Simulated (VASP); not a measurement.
AlNi:

```
CELL_PARAMETERS angstrom
2.88100 0.00000 0.00000
0.00000 2.88100 0.00000
0.00000 0.00000 2.88100
ATOMIC_POSITIONS crystal
Ni 0.50000 0.50000 0.50000
Al 0.00000 0.00000 0.00000
```

```yaml
Program: VASP 6.6.1
Task: relaxation of cell and atoms
Functional: RPBE
Dispersion: D3(BJ)
Potentials_or_basis: VASP PAW PBE potentials, release 64 (Ni, Al)
Cutoff: 600 eV
k_mesh: 9 × 9 × 9
Occupations: fermi-dirac, width 0.05 eV
Spin: collinear spin, ferromagnetic start
Starting_moments: "[1.0, 0.0] μB"
```

At the start: pressure -25.0 GPa; volume 11.96 Å³/atom.

Task: How do energy, volume and symmetry change on relaxing?

Result: Over 5 steps the energy falls by 140.4 meV/atom and the volume is 10.36 Å³/atom (-13.3 %); space group Pm-3m (No. 221, to 0.05 Å); moment 0.00 μB per cell.

Step by step:
| step | energy change (eV) | largest force (eV/Å) | pressure (GPa) | volume (Å³) |
| --- | --- | --- | --- | --- |
| 1 | 0.0000 | 0.0000 | -25.04 | 23.91 |
| 2 | 0.6084 | 0.0000 | 49.83 | 18.01 |
| 3 | -0.1976 | 0.0000 | -15.91 | 22.37 |
| 4 | -0.2770 | 0.0000 | -3.81 | 21.07 |
| 5 | -0.2808 | 0.0000 | 0.05 | 20.73 |

Final structure:
```xyz
2
Lattice="2.7470 0.0000 0.0000 0.0000 2.7470 0.0000 0.0000 0.0000 2.7470" Properties=species:S:1:pos:R:3 pbc="T T T"
Ni    1.3735    1.3735    1.3735
Al    0.0000    0.0000    0.0000
```

Caveat: the PAW data sets were made with another functional, which shifts forces and pressure a little; the volume moved by -13 % from the deposited cell, more than functionals usually miss; pairwise dispersion overbinds metals, which lowers pressure and volume.
